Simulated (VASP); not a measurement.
# PtRhSe3 (Pm-3m) in VASP: further runs

The runs below take PtRhSe3 through single point, relaxation of cell and atoms, with PBE.

Program: VASP 6.6.1. These are calculated values, not measurements. Logs are shortened: lines on timing, memory, paths and dates and some standing lists are left out, and cuts for length are marked.

### Step 1. The cell of the first run

Symmetry: Pm-3m, No. 221, cubic system. The conventional cell has a = 4.920 Å, b = 4.920 Å, c = 4.920 Å, α = 90.00°, β = 90.00°, γ = 90.00°. Rh (site symmetry m-3m) has 12 Se at 3.48 Å and 8 Pt at 4.26 Å within 4.6 Å. Within 3.2 Å of Pt (site symmetry m-3m) lie 6 Se at 2.46 Å. Se (site symmetry 4/mmm) has 2 Pt at 2.46 Å within 3.2 Å.

### Step 2. Single point, PBE, collinear spin, ferromagnetic start

INCAR reads:

```
SYSTEM = PtRhSe3
  PREC = Accurate
  ENCUT = 500
  EDIFF = 1E-6
  ISMEAR = 0
  SIGMA = 0.1
  LREAL = .FALSE.
  LASPH = .TRUE.
  NELM = 200
  ALGO = Normal
  ISIF = 2
  LWAVE = .FALSE.
  LCHARG = .FALSE.
  ISPIN = 2
  MAGMOM = 1.56 0 0 0 0
  LORBIT = 11
  LMAXMIX = 4
  GGA = PE
  NBANDS = 34
  GGA_COMPAT = .FALSE.
```

KPOINTS reads:

```
regular mesh
0
G
  8 8 8
  0 0 0
```

POSCAR reads:

```
PtRhSe3
1.0
    4.9200814510      0.0000000000      0.0000000000
    0.0000000000      4.9200814510      0.0000000000
    0.0000000000      0.0000000000      4.9200814510
Rh Pt Se
1 1 3
Direct
    0.0000000000      0.0000000000      0.0000000000
    0.5000000000      0.5000000000      0.5000000000
    0.0000000000      0.5000000000      0.5000000000
    0.5000000000      0.0000000000      0.5000000000
    0.5000000000      0.5000000000      0.0000000000
```

Potentials or basis: VASP PAW PBE potentials, release 64 (Rh_pv, Pt, Se).

Command:

```sh
cat potpaw_PBE.64/Rh_pv/POTCAR potpaw_PBE.64/Pt/POTCAR potpaw_PBE.64/Se/POTCAR > POTCAR
mpirun -np 1 vasp_std > vasp.out
```

OUTCAR:

```text
SYSTEM = PtRhSe3
   PREC = Accurate
   ENCUT = 500
   EDIFF = 1E-6
   ISMEAR = 0
   LREAL = .FALSE.
   LASPH = .TRUE.
   NELM = 200
   ISIF = 2
   ISPIN = 2
   LORBIT = 11
   GGA = PE

 ion  position               nearest neighbor table
   1  0.000  0.000  0.000-
   2  0.500  0.500  0.500-   3 2.46   4 2.46   5 2.46   5 2.46   4 2.46   3 2.46
   3  0.000  0.500  0.500-   2 2.46   2 2.46
   4  0.500  0.000  0.500-   2 2.46   2 2.46
   5  0.500  0.500  0.000-   2 2.46   2 2.46

  LATTYP: Found a simple cubic cell.
 ALAT       =     4.9200814510

  Lattice vectors:

 A1 = (   4.9200814510,   0.0000000000,   0.0000000000)
 A2 = (   0.0000000000,   4.9200814510,   0.0000000000)
 A3 = (   0.0000000000,   0.0000000000,   4.9200814510)

Analysis of symmetry for initial positions (statically):
=====================================================================
 Subroutine PRICEL returns:
 Original cell was already a primitive cell.

 Routine SETGRP: Setting up the symmetry group for a
 simple cubic supercell.

 Subroutine GETGRP returns: Found 48 space group operations
 (whereof 48 operations were pure point group operations)
 out of a pool of 48 trial point group operations.

The static configuration has the point symmetry O_h .

Analysis of symmetry for dynamics (positions and initial velocities):
=====================================================================
 Subroutine PRICEL returns:
 Original cell was already a primitive cell.

 Routine SETGRP: Setting up the symmetry group for a
 simple cubic supercell.

 Subroutine GETGRP returns: Found 48 space group operations
 (whereof 48 operations were pure point group operations)
 out of a pool of 48 trial point group operations.

The dynamic configuration has the point symmetry O_h .

Analysis of structural, dynamic, and magnetic symmetry:
=====================================================================
 Subroutine PRICEL returns:
 Original cell was already a primitive cell.

 Routine SETGRP: Setting up the symmetry group for a
 simple cubic supercell.

 Subroutine GETGRP returns: Found 48 space group operations
 (whereof 48 operations were pure point group operations)
 out of a pool of 48 trial point group operations.

The overall configuration has the point symmetry O_h .

 Subroutine INISYM returns: Found 48 space group operations
 (whereof 48 operations are pure point group operations),
 and found     1 'primitive' translations

----------------------------------------------------------------------------------------

                                     Primitive cell

  volume of cell :     119.1014

  direct lattice vectors                    reciprocal lattice vectors
     4.920081451  0.000000000  0.000000000     0.203248668  0.000000000  0.000000000
     0.000000000  4.920081451  0.000000000     0.000000000  0.203248668  0.000000000
     0.000000000  0.000000000  4.920081451     0.000000000  0.000000000  0.203248668

  length of vectors
     4.920081451  4.920081451  4.920081451     0.203248668  0.203248668  0.203248668

  position of ions in fractional coordinates (direct lattice)
     0.000000000  0.000000000  0.000000000
     0.500000000  0.500000000  0.500000000
     0.000000000  0.500000000  0.500000000
     0.500000000  0.000000000  0.500000000
     0.500000000  0.500000000  0.000000000

  ion indices of the primitive-cell ions
   primitive index   ion index
                 1           1
                 2           2
                 3           3
                 4           4
                 5           5

----------------------------------------------------------------------------------------

 KPOINTS: regular mesh

Automatic generation of k-mesh.
 Grid dimensions read from file:
 generate k-points for:    8    8    8

 Generating k-lattice:

  Cartesian coordinates                     Fractional coordinates (reciprocal lattice)
     0.025406083  0.000000000  0.000000000     0.125000000  0.000000000  0.000000000
     0.000000000  0.025406083  0.000000000     0.000000000  0.125000000  0.000000000
     0.000000000  0.000000000  0.025406083     0.000000000  0.000000000  0.125000000

  Length of vectors
     0.025406083  0.025406083  0.025406083

  Shift w.r.t. Gamma in fractional coordinates (k-lattice)
     0.000000000  0.000000000  0.000000000

 Subroutine IBZKPT returns following result:
 ===========================================

 Found     35 irreducible k-points:

 Following reciprocal coordinates:
            Coordinates               Weight
  0.000000  0.000000  0.000000      1.000000
  0.125000  0.000000  0.000000      6.000000
  0.250000  0.000000  0.000000      6.000000
  0.375000  0.000000  0.000000      6.000000
  0.500000  0.000000  0.000000      3.000000
  0.125000  0.125000  0.000000     12.000000
[... 16 lines left out ...]
  0.375000  0.375000  0.125000     24.000000
  0.500000  0.375000  0.125000     24.000000
 [... further k-points ...]
   k-points           NKPTS =     35   k-points in BZ     NKDIM =     35   number of bands    NBANDS=     34
   number of dos      NEDOS =    301   number of ions     NIONS =      5
   total plane-waves  NPLWV =  46656
   dimension x,y,z NGX =    36 NGY =   36 NGZ =   36
   dimension x,y,z NGXF=    72 NGYF=   72 NGZF=   72
   ions per type =               1   1   3
   NGX,Y,Z   is equivalent  to a cutoff of  12.16, 12.16, 12.16 a.u.
   NGXF,Y,Z  is equivalent  to a cutoff of  24.33, 24.33, 24.33 a.u.
 SYSTEM =  PtRhSe3
   PREC   = accura    normal or accurate (medium, high low for compatibility)
   ISTART =      0    job   : 0-new  1-cont  2-samecut
   ICHARG =      2    charge: 1-file 2-atom 10-const
   ISPIN  =      2    spin polarized calculation?
   LNONCOLLINEAR =      F non collinear calculations
   LSORBIT =      F    spin-orbit coupling
   LASPH  =      T    aspherical Exc in radial PAW
   ENCUT  =  500.0 eV  36.75 Ry    6.06 a.u.   8.97  8.97  8.97*2*pi/ulx,y,z
   NELM   =    200;   NELMIN=  2; NELMDL= -5     # of ELM steps
   EDIFF  = 0.1E-05   stopping-criterion for ELM
   LREAL  =      F    real-space projection
   EDIFFG = 0.1E-04   stopping-criterion for IOM
   NSW    =      0    number of steps for IOM
   IBRION =     -1    ionic relax: 0-MD 1-quasi-New 2-CG
   NFREE  =      0    steps in history (QN), initial steepest desc. (CG)
   ISIF   =      2    stress and relaxation
   ISYM   =      2    0-nonsym 1-usesym 2-fastsym
   POTIM  = 0.5000    time-step for ionic-motion
   TEBEG  =    0.0;   TEEND  =   0.0 temperature during run
   PSTRESS=    0.0 pullay stress
   NELECT =      43.0000    total number of electrons
   NUPDOWN=      -1.0000    fix difference up-down
   EMIN   =  10.00;   EMAX   =-10.00  energy-range for DOS
   EFERMI =   0.00;   METHOD = LEGACY
   ISMEAR =     0;   SIGMA  =   0.10  broadening in eV -4-tet -1-fermi 0-gaus
   EFERMI_NEDOS =   21; number of points for ismear=-14 and -15
   IALGO  =     38    algorithm
   IMIX   =      4    mixing-type and parameters
     AMIX     =   0.40;   BMIX     =  1.00
     AMIX_MAG =   1.60;   BMIX_MAG =  1.00
  volume/ion in A,a.u.               =      23.82       160.75
  Fermi-wavevector in a.u.,A,eV,Ry     =   1.165714  2.202880 18.488810  1.358889
  Thomas-Fermi vector in A             =   2.302236
   LORBIT       =     11    0 simple, 1 ext, 2 COOP (PROOUT), +10 PAW based schemes
   GGA     = PE    functional components
   LHFCALC =     F    Hartree Fock is set to
   AEXX    =    0.0000 exact exchange contribution
   IVDW    =     0    specifies the selected vdW correction
   LEPSILON=     F    determine dielectric tensor
   LRPA    =     F    only Hartree local field effects (RPA)
 spin polarized calculation
 Gauss-broadening in eV      SIGMA  =   0.10
  energy-cutoff  :      500.00
  volume of cell :      119.10
 maximum number of plane-waves:      3050
 NGX is ok and might be reduce to    36
   NGX = 17   NGY = 17   NGZ = 17

 number of electron      43.0000014 magnetization       1.6098233

 Free energy of the ion-electron system (eV)
  ---------------------------------------------------
  ext. energy  EPLUGINS =         0.00000000
  ---------------------------------------------------
  free energy    TOTEN  =       -19.26941190 eV

  energy without entropy =      -19.23401985  energy(sigma->0) =      -19.25171588

 E-fermi :   4.1714     XC(G=0):  -9.9939

 val. band max:        4.1553829674   @ k =   0.1250   0.1250   0.0000
 cond. band min:       4.1779929937   @ k =   0.5000   0.2500   0.0000
 fundamental gap:      0.0226100263
 Fermi energy:         4.1713613881

 spin component 1

 k-point     1 :       0.0000    0.0000    0.0000
  band No.  band energies     occupation
      1     -41.5599      1.00000
      2     -41.5599      1.00000
      3     -41.5599      1.00000
      4     -10.1610      1.00000
      5      -8.5542      1.00000
      6      -8.5542      1.00000
[... 853 lines left out ...]
     32      12.7678      0.00000
     33      13.4350      0.00000

 [... further k-points ...]

 spin component 2

 k-point     1 :       0.0000    0.0000    0.0000
  band No.  band energies     occupation
      1     -40.6279      1.00000
      2     -40.6279      1.00000
      3     -40.6279      1.00000
      4     -10.0789      1.00000
      5      -8.4650      1.00000
      6      -8.4650      1.00000
[... 853 lines left out ...]
     32      12.8099      0.00000
     33      13.4882      0.00000

 [... further k-points ...]

 [bands above 33 left out]

------------------------ aborting loop because EDIFF is reached ----------------------------------------

  FORCE on cell =-STRESS in cart. coord.  units (eV):
  Direction    XX          YY          ZZ          XY          YZ          ZX
  --------------------------------------------------------------------------------------
  -------------------------------------------------------------------------------------
  Total        0.0287131      0.0287131      0.0287131     -0.0000000     -0.0000000      0.0000000
  in kB        0.3862553      0.3862553      0.3862553     -0.0000000     -0.0000000      0.0000000
  external PRESSURE =       0.3862553 kB  Pullay stress =       0.0000000 kB

 VOLUME and BASIS-vectors are now :
 -----------------------------------------------------------------------------
  energy-cutoff  :      500.00
  volume of cell :      119.10
      direct lattice vectors                 reciprocal lattice vectors
     4.920081451  0.000000000  0.000000000     0.203248668  0.000000000  0.000000000
     0.000000000  4.920081451  0.000000000     0.000000000  0.203248668  0.000000000
     0.000000000  0.000000000  4.920081451     0.000000000  0.000000000  0.203248668

 POSITION                                       TOTAL-FORCE (eV/Angst)
 -----------------------------------------------------------------------------------
      0.00000      0.00000      0.00000         0.000000      0.000000      0.000000
      2.46004      2.46004      2.46004         0.000000      0.000000      0.000000
      0.00000      2.46004      2.46004         0.000000      0.000000      0.000000
      2.46004      0.00000      2.46004         0.000000      0.000000      0.000000
      2.46004      2.46004      0.00000         0.000000      0.000000      0.000000
 -----------------------------------------------------------------------------------
    total drift:                                0.000000      0.000000      0.000000

  FREE ENERGIE OF THE ION-ELECTRON SYSTEM (eV)
  ---------------------------------------------------
  free  energy   TOTEN  =       -19.2694118989 eV

  energy  without entropy=      -19.2340198539  energy(sigma->0) =      -19.25171588

 total charge

# of ion       s       p       d       tot
------------------------------------------
    1        0.128   6.022   7.177  13.327
    2        0.669   0.604   8.234   9.507
    3        1.503   2.160   0.055   3.718
    4        1.503   2.160   0.055   3.718
    5        1.503   2.160   0.055   3.718
--------------------------------------------------
tot          5.305  13.105  15.577  33.988

 magnetization (x)

# of ion       s       p       d       tot
------------------------------------------
    1        0.006   0.004   1.228   1.238
    2       -0.003  -0.006  -0.006  -0.015
    3        0.003   0.079  -0.000   0.081
    4        0.003   0.079  -0.000   0.081
    5        0.003   0.079  -0.000   0.081
--------------------------------------------------
tot          0.011   0.236   1.221   1.468
```

It took 3.9 min on 1 thread of Intel Xeon Platinum 8259CL at 2.50GHz (Skylake/Cascade Lake), shared host; peak memory 0.38 GiB.

Results:

```yaml
Free_energy: -19.2694 eV
Pressure: 0.0 GPa
Net_moment: 1.61 μB per cell
Site_moments: Rh +1.24; Pt -0.01; Se +0.08 μB
Valence_electrons_inside_the_program's_atomic_spheres: Rh 13.33; Pt 9.51; Se 3.72
```

Levels at points of the mesh, in eV from the Fermi level:
Spin up:
```csv
k point,band 20,band 21,band 22,band 23,band 24,band 25
"(0.00, 0.00, 0.00)",-1.15,-1.15,-1.15,-0.57,-0.57,-0.57
"(0.50, 0.00, 0.00)",-0.50,-0.36,-0.36,-0.27,-0.04,-0.04
"(0.50, 0.50, 0.00)",-1.09,-0.87,0.36,0.36,0.58,3.17
"(0.50, 0.50, 0.50)",-1.07,0.37,0.37,0.37,0.52,4.65
```
Spin down:
```tsv
k point	band 17	band 18	band 19	band 20	band 21	band 22	band 23	band 24	band 25	band 26
(0.00, 0.00, 0.00)	-1.03	-0.48	-0.48	-0.48	-0.47	-0.47	-0.46	-0.46	-0.46	0.18
(0.50, 0.00, 0.00)	-1.14	-0.49	-0.48	-0.32	-0.27	-0.27	0.41	0.46	0.46	3.44
(0.50, 0.50, 0.00)	-1.02	-1.02	-0.55	-0.35	-0.16	0.76	0.76	0.85	3.48	4.62
(0.50, 0.50, 0.50)	-0.42	-0.42	-0.28	-0.28	0.50	0.50	0.50	0.76	4.68	4.68
```

Caveat: spin-orbit coupling is left out, which moves the levels of the heavy elements.

### Step 3. Single point, PBE, collinear spin, ferromagnetic start

INCAR reads:

```
SYSTEM = PtRhSe3
PREC = Accurate
ENCUT = 500
EDIFF = 1E-6
ISMEAR = 0
SIGMA = 0.1
LREAL = .False.
LASPH = .True.
NELM = 200
ALGO = Normal
ISIF = 2
LWAVE = .False.
LCHARG = .True.
ISPIN = 2
MAGMOM = 1 0 0 0 0
LORBIT = 11
LMAXMIX = 4
GGA = PE
LELF = .True.
LVHAR = .True.
NBANDS = 34
GGA_COMPAT = .False.
```

KPOINTS reads:

```
Automatic mesh
0
Gamma
  4 4 4
  0 0 0
```

Changes to POSCAR since step 2:

```diff
@@ -2,5 +2,5 @@
 1.0
-    4.9200814510      0.0000000000      0.0000000000
-    0.0000000000      4.9200814510      0.0000000000
-    0.0000000000      0.0000000000      4.9200814510
+    4.9217612378      0.0000000000      0.0000000000
+    0.0000000000      4.9217612378      0.0000000000
+    0.0000000000      0.0000000000      4.9217612378
 Rh Pt Se
```

Potentials or basis: VASP PAW PBE potentials, release 64 (Rh_pv, Pt, Se).

Command:

```sh
cat potpaw_PBE.64/Rh_pv/POTCAR potpaw_PBE.64/Pt/POTCAR potpaw_PBE.64/Se/POTCAR > POTCAR
mpirun -np 1 vasp_std > vasp.out
```

Run time: 70 s. Hardware: 1 thread of Intel Xeon Platinum 8259CL at 2.50GHz (Skylake/Cascade Lake), shared host; peak memory 0.27 GiB.

It converged, with:

```
Free energy                                           : -19.4765 eV
Pressure                                              : 0.0 GPa
Net moment                                            : 2.01 μB per cell
Site moments                                          : Rh +1.38; Pt +0.01; Se +0.13 μB
Valence electrons inside the program's atomic spheres : Rh 13.31; Pt 9.51; Se 3.72
```

Levels at points of the mesh, in eV from the Fermi level:
Spin up:
```csv
k point,band 19,band 20,band 21,band 22,band 23,band 24,band 25,band 26
"(0.00, 0.00, 0.00)",-1.36,-1.11,-1.11,-1.11,-0.51,-0.51,-0.51,0.05
"(0.50, 0.00, 0.00)",-1.30,-0.41,-0.31,-0.31,-0.30,-0.06,-0.06,3.15
"(0.50, 0.50, 0.00)",-1.40,-1.16,-0.89,0.36,0.36,0.60,3.16,4.66
"(0.50, 0.50, 0.50)",-1.01,-1.01,0.40,0.40,0.40,0.51,4.72,4.72
```
Spin down:
```
           k point  band 17  band 18  band 19  band 20  band 21  band 22  band 23  band 24
(0.00, 0.00, 0.00)    -0.92    -0.49    -0.49    -0.45    -0.45    -0.45    -0.37    -0.37
(0.50, 0.00, 0.00)    -1.06    -0.47    -0.36    -0.35    -0.18    -0.18     0.42     0.52
(0.50, 0.50, 0.00)    -0.96    -0.96    -0.55    -0.33    -0.18     0.82     0.82     0.93
(0.50, 0.50, 0.50)    -0.40    -0.40    -0.31    -0.31     0.61     0.61     0.61     0.78
```

Caveat: spin-orbit coupling is left out, which moves the levels of the heavy elements.

[end of part 1 of 2]
